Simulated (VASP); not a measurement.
# Sc2Ta3O (R-3m) in VASP: single point with PBE

Aim: the single point of Sc2Ta3O with PBE.

All numbers are computed with VASP 6.6.1; they aren't measurements. Logs are shortened: lines on timing, memory, paths and dates and some standing lists are left out, and cuts for length are marked.

### 1 The cell of the first run

The structure is trigonal, space group R-3m (No. 166). The conventional cell has a = 5.964 Å, b = 5.964 Å, c = 9.925 Å, α = 90.00°, β = 90.00°, γ = 120.00°. Sc (site symmetry 3m) has 1 Sc at 2.35 Å and 9 Ta at 2.74 to 3.20 Å within 3.3 Å. Within 3.3 Å of Ta (site symmetry 2/m) lie 2 O at 2.39 Å and 6 Sc at 2.74 to 3.20 Å and 4 Ta at 2.98 Å. Within 3.2 Å of O (site symmetry -3m) lie 6 Ta at 2.39 Å.

### 2 Single point, PBE

File INCAR:

```
SYSTEM = Sc2Ta3O
ALGO     = Normal         ! electronic algorithm
EDIFF    = 1E-6           ! SCF threshold, eV
ENCUT    = 520            ! plane-wave cutoff, eV
GGA      = PE             ! functional
ISIF     = 2              ! what is computed and relaxed
ISMEAR   = 0              ! smearing method
LASPH    = .TRUE.         ! aspherical terms in the spheres
LCHARG   = .FALSE.        ! write CHGCAR
LREAL    = .FALSE.        ! projectors in reciprocal space
LWAVE    = .FALSE.        ! write WAVECAR
NBANDS   = 40             ! bands
NELM     = 100            ! most SCF steps
PREC     = Accurate       ! precision mode
SIGMA    = 0.1            ! smearing width, eV
```

File KPOINTS:

```
k-points
0
G
  12 12 12
  0 0 0
```

File POSCAR:

```
Sc2Ta3O
1.0
    2.9822011829      1.7217746557      3.3082369149
   -2.9822011829      1.7217746557      3.3082369149
    0.0000000000     -3.4435493114      3.3082369149
Sc Ta O
2 3 1
Direct
    0.1182032088      0.1182032088      0.1182032088
    0.8817967912      0.8817967912      0.8817967912
    0.0000000000      0.5000000000      0.5000000000
    0.5000000000      0.5000000000      0.0000000000
    0.5000000000      0.0000000000      0.5000000000
    0.5000000000      0.5000000000      0.5000000000
```

Potentials or basis: VASP PAW PBE potentials, release 64 (Sc_sv, Ta_pv, O).

On the command line:

```console
$ cat potpaw_PBE.64/Sc_sv/POTCAR potpaw_PBE.64/Ta_pv/POTCAR potpaw_PBE.64/O/POTCAR > POTCAR
$ mpirun -np 1 vasp_std > vasp.out
```

OUTCAR:

```text
SYSTEM = Sc2Ta3O
   EDIFF = 1E-6
   ENCUT = 520
   GGA = PE
   ISIF = 2
   ISMEAR = 0
   LASPH = .TRUE.
   LREAL = .FALSE.
   NELM = 100
   PREC = Accurate

 ion  position               nearest neighbor table
   1  0.118  0.118  0.118-   2 2.35   4 2.74   3 2.74   5 2.74   3 3.20   5 3.20   3 3.20   5 3.20
                             4 3.20   4 3.20
   2  0.882  0.882  0.882-   1 2.35   4 2.74   3 2.74   5 2.74   3 3.20   5 3.20   5 3.20   3 3.20
                             4 3.20   4 3.20
   3  0.000  0.500  0.500-   6 2.39   6 2.39   1 2.74   2 2.74   4 2.98   4 2.98   5 2.98   5 2.98
                             2 3.20   1 3.20   1 3.20   2 3.20
   4  0.500  0.500  0.000-   6 2.39   6 2.39   1 2.74   2 2.74   5 2.98   3 2.98   5 2.98   3 2.98
                             2 3.20   1 3.20   2 3.20   1 3.20
   5  0.500  0.000  0.500-   6 2.39   6 2.39   1 2.74   2 2.74   4 2.98   4 2.98   3 2.98   3 2.98
                             2 3.20   1 3.20   2 3.20   1 3.20
   6  0.500  0.500  0.500-   4 2.39   4 2.39   5 2.39   3 2.39   5 2.39   3 2.39

  LATTYP: Found a trigonal (rhomboedric) cell.
 ALAT       =     4.7751924930
 COS(alpha) =     0.2199506027

  Lattice vectors:

 A1 = (   2.9822011829,   1.7217746557,   3.3082369149)
 A2 = (  -2.9822011829,   1.7217746557,   3.3082369149)
 A3 = (   0.0000000000,  -3.4435493114,   3.3082369149)

Analysis of symmetry for initial positions (statically):
=====================================================================
 Subroutine PRICEL returns:
 Original cell was already a primitive cell.

 Routine SETGRP: Setting up the symmetry group for a
 trigonal (rhombohedral) supercell.

 Subroutine GETGRP returns: Found 12 space group operations
 (whereof 12 operations were pure point group operations)
 out of a pool of 12 trial point group operations.

The static configuration has the point symmetry D_3d.

Analysis of symmetry for dynamics (positions and initial velocities):
=====================================================================
 Subroutine PRICEL returns:
 Original cell was already a primitive cell.

 Routine SETGRP: Setting up the symmetry group for a
 trigonal (rhombohedral) supercell.

 Subroutine GETGRP returns: Found 12 space group operations
 (whereof 12 operations were pure point group operations)
 out of a pool of 12 trial point group operations.

The dynamic configuration has the point symmetry D_3d.

 Subroutine INISYM returns: Found 12 space group operations
 (whereof 12 operations are pure point group operations),
 and found     1 'primitive' translations

----------------------------------------------------------------------------------------

                                     Primitive cell

  volume of cell :     101.9204

  direct lattice vectors                    reciprocal lattice vectors
     2.982201183  1.721774656  3.308236915     0.167661391  0.096799350  0.100758604
    -2.982201183  1.721774656  3.308236915    -0.167661391  0.096799350  0.100758604
     0.000000000 -3.443549311  3.308236915     0.000000000 -0.193598699  0.100758604

  length of vectors
     4.775192493  4.775192493  4.775192493     0.218249290  0.218249290  0.218249290

  position of ions in fractional coordinates (direct lattice)
     0.118203209  0.118203209  0.118203209
     0.881796791  0.881796791  0.881796791
     1.000000000  0.500000000  0.500000000
     0.500000000  0.500000000  0.000000000
     0.500000000  1.000000000  0.500000000
     0.500000000  0.500000000  0.500000000

  ion indices of the primitive-cell ions
   primitive index   ion index
                 1           1
                 2           2
                 3           3
                 4           4
                 5           5
                 6           6

----------------------------------------------------------------------------------------

 KPOINTS: k-points

Automatic generation of k-mesh.
 Grid dimensions read from file:
 generate k-points for:   12   12   12

 Generating k-lattice:

  Cartesian coordinates                     Fractional coordinates (reciprocal lattice)
     0.013971783  0.008066612  0.008396550     0.083333333 -0.000000000  0.000000000
    -0.013971783  0.008066612  0.008396550    -0.000000000  0.083333333  0.000000000
     0.000000000 -0.016133225  0.008396550     0.000000000  0.000000000  0.083333333

  Length of vectors
     0.018187441  0.018187441  0.018187441

  Shift w.r.t. Gamma in fractional coordinates (k-lattice)
     0.000000000  0.000000000  0.000000000

 Subroutine IBZKPT returns following result:
 ===========================================

 Found    189 irreducible k-points:

 Following reciprocal coordinates:
            Coordinates               Weight
  0.000000  0.000000  0.000000      1.000000
  0.083333  0.000000  0.000000      6.000000
  0.166667  0.000000  0.000000      6.000000
  0.250000  0.000000  0.000000      6.000000
  0.333333  0.000000  0.000000      6.000000
  0.416667 -0.000000  0.000000      6.000000
[... 16 lines left out ...]
  0.500000  0.166667 -0.000000     12.000000
 -0.416667  0.166667  0.000000     12.000000
 [... further k-points ...]
   k-points           NKPTS =    189   k-points in BZ     NKDIM =    189   number of bands    NBANDS=     40
   number of dos      NEDOS =    301   number of ions     NIONS =      6
   total plane-waves  NPLWV =  46656
   dimension x,y,z NGX =    36 NGY =   36 NGZ =   36
   dimension x,y,z NGXF=    72 NGYF=   72 NGZF=   72
   ions per type =               2   3   1
   NGX,Y,Z   is equivalent  to a cutoff of  12.53, 12.53, 12.53 a.u.
   NGXF,Y,Z  is equivalent  to a cutoff of  25.07, 25.07, 25.07 a.u.
 SYSTEM =  Sc2Ta3O
   PREC   = accura    normal or accurate (medium, high low for compatibility)
   ISTART =      0    job   : 0-new  1-cont  2-samecut
   ICHARG =      2    charge: 1-file 2-atom 10-const
   ISPIN  =      1    spin polarized calculation?
   LNONCOLLINEAR =      F non collinear calculations
   LSORBIT =      F    spin-orbit coupling
   LASPH  =      T    aspherical Exc in radial PAW
   ENCUT  =  520.0 eV  38.22 Ry    6.18 a.u.   8.88  8.88  8.88*2*pi/ulx,y,z
   NELM   =    100;   NELMIN=  2; NELMDL= -5     # of ELM steps
   EDIFF  = 0.1E-05   stopping-criterion for ELM
   LREAL  =      F    real-space projection
   EDIFFG = 0.1E-04   stopping-criterion for IOM
   NSW    =      0    number of steps for IOM
   IBRION =     -1    ionic relax: 0-MD 1-quasi-New 2-CG
   NFREE  =      0    steps in history (QN), initial steepest desc. (CG)
   ISIF   =      2    stress and relaxation
   ISYM   =      2    0-nonsym 1-usesym 2-fastsym
   POTIM  = 0.5000    time-step for ionic-motion
   TEBEG  =    0.0;   TEEND  =   0.0 temperature during run
   PSTRESS=    0.0 pullay stress
   NELECT =      61.0000    total number of electrons
   NUPDOWN=      -1.0000    fix difference up-down
   EMIN   =  10.00;   EMAX   =-10.00  energy-range for DOS
   EFERMI =   0.00;   METHOD = LEGACY
   ISMEAR =     0;   SIGMA  =   0.10  broadening in eV -4-tet -1-fermi 0-gaus
   EFERMI_NEDOS =   21; number of points for ismear=-14 and -15
   IALGO  =     38    algorithm
   IMIX   =      4    mixing-type and parameters
     AMIX     =   0.40;   BMIX     =  1.00
     AMIX_MAG =   1.60;   BMIX_MAG =  1.00
  volume/ion in A,a.u.               =      16.99       114.63
  Fermi-wavevector in a.u.,A,eV,Ry     =   1.379636  2.607133 25.897255  1.903395
  Thomas-Fermi vector in A             =   2.504587
   LORBIT       =      0    0 simple, 1 ext, 2 COOP (PROOUT), +10 PAW based schemes
   GGA     = PE    functional components
   LHFCALC =     F    Hartree Fock is set to
   AEXX    =    0.0000 exact exchange contribution
   IVDW    =     0    specifies the selected vdW correction
   LEPSILON=     F    determine dielectric tensor
   LRPA    =     F    only Hartree local field effects (RPA)
 non-spin polarized calculation
 Gauss-broadening in eV      SIGMA  =   0.10
  energy-cutoff  :      520.00
  volume of cell :      101.92
 maximum number of plane-waves:      2766
   NGX = 17   NGY = 17   NGZ = 17

 number of electron      61.0000000 magnetization

 Free energy of the ion-electron system (eV)
  ---------------------------------------------------
  ext. energy  EPLUGINS =         0.00000000
  ---------------------------------------------------
  free energy    TOTEN  =       -52.72469339 eV

  energy without entropy =      -52.70349851  energy(sigma->0) =      -52.71409595

 E-fermi :   5.4088     XC(G=0): -11.8061

 val. band max:        5.4087422469   @ k =   0.3333   0.1667   0.0833
 cond. band min:       5.4116428632   @ k =   0.5000   0.4167   0.3333
 fundamental gap:      0.0029006163
 Fermi energy:         5.4088120122

 k-point     1 :       0.0000    0.0000    0.0000
  band No.  band energies     occupation
      1     -42.9497      2.00000
      2     -42.6107      2.00000
      3     -29.5681      2.00000
      4     -29.3010      2.00000
      5     -29.3010      2.00000
      6     -29.1214      2.00000
[... 32 lines left out ...]
     39       8.1309      0.00000
     40       8.2071      0.00000

 k-point     2 :       0.0833    0.0000    0.0000
  band No.  band energies     occupation
      1     -42.9496      2.00000
      2     -42.6108      2.00000
      3     -29.5612      2.00000
      4     -29.3023      2.00000
      5     -29.2992      2.00000
      6     -29.1191      2.00000
[... 32 lines left out ...]
     39       8.1921      0.00000
     40       8.2285      0.00000

 k-point     3 :       0.1667    0.0000    0.0000
  band No.  band energies     occupation
      1     -42.9492      2.00000
      2     -42.6113      2.00000
      3     -29.5415      2.00000
      4     -29.3063      2.00000
      5     -29.2943      2.00000
      6     -29.1124      2.00000
[... 853 lines left out ...]
  band No.  band energies     occupation
      1     -42.9469      2.00000
      2     -42.6140      2.00000
      3     -29.4509      2.00000
      4     -29.3431      2.00000
      5     -29.2579      2.00000
      6     -29.0735      2.00000
[... 32 lines left out ...]
     39       8.4439      0.00000
     40       8.7557      0.00000

 k-point    24 :      -0.4167    0.1667    0.0000
  band No.  band energies     occupation
      1     -42.9470      2.00000
      2     -42.6140      2.00000
      3     -29.4273      2.00000
      4     -29.3601      2.00000
      5     -29.2593      2.00000
      6     -29.0668      2.00000
[... 32 lines left out ...]
     39       8.5543      0.00000
     40       8.6162      0.00000

 [... further k-points ...]

------------------------ aborting loop because EDIFF is reached ----------------------------------------

  FORCE on cell =-STRESS in cart. coord.  units (eV):
  Direction    XX          YY          ZZ          XY          YZ          ZX
  --------------------------------------------------------------------------------------
  -------------------------------------------------------------------------------------
  Total        0.0495750      0.0495750      0.2343354      0.0000000     -0.0000000      0.0000000
  in kB        0.7793128      0.7793128      3.6837271      0.0000000     -0.0000000      0.0000000
  external PRESSURE =       1.7474509 kB  Pullay stress =       0.0000000 kB

 VOLUME and BASIS-vectors are now :
 -----------------------------------------------------------------------------
  energy-cutoff  :      520.00
  volume of cell :      101.92
      direct lattice vectors                 reciprocal lattice vectors
     2.982201183  1.721774656  3.308236915     0.167661391  0.096799350  0.100758604
    -2.982201183  1.721774656  3.308236915    -0.167661391  0.096799350  0.100758604
     0.000000000 -3.443549311  3.308236915     0.000000000 -0.193598699  0.100758604

 POSITION                                       TOTAL-FORCE (eV/Angst)
 -----------------------------------------------------------------------------------
      0.00000      0.00000      1.17313         0.000000     -0.000000      0.054137
      0.00000      0.00000      8.75158         0.000000     -0.000000     -0.054137
     -1.49110     -0.86089      3.30824         0.000000      0.000000      0.000000
      0.00000      1.72177      3.30824        -0.000000      0.000000      0.000000
      1.49110     -0.86089      3.30824        -0.000000      0.000000      0.000000
      0.00000      0.00000      4.96236         0.000000      0.000000      0.000000
 -----------------------------------------------------------------------------------
    total drift:                               -0.000000      0.000000      0.000000

  FREE ENERGIE OF THE ION-ELECTRON SYSTEM (eV)
  ---------------------------------------------------
  free  energy   TOTEN  =       -52.7246933858 eV

  energy  without entropy=      -52.7034985091  energy(sigma->0) =      -52.71409595
```

Wall time 16 min (1 thread of Intel Xeon 8259CL, shared host); peak memory 0.7 GiB.

What came out:

* Free energy: -52.7247 eV
* Pressure: 0.2 GPa
* Largest force: 0.054 eV/Å
* Band gap on the k mesh: zero (an odd number of electrons rules out a gap without spin polarisation)

Forces in eV/Å, atoms in the order of the input:
```
Sc   0.000  0.000  0.054
Sc   0.000  0.000 -0.054
Ta   0.000  0.000  0.000
Ta   0.000  0.000  0.000
Ta   0.000  0.000  0.000
O    0.000  0.000  0.000
```

Stress tensor (GPa, compression positive):
```
0.08 0.00 0.00
0.00 0.08 0.00
0.00 0.00 0.37
```

Caveat: spin-orbit coupling is left out, which moves the levels of the heavy elements; an odd number of electrons without spin polarisation forces a metal; a magnetic or distorted state may lie lower.
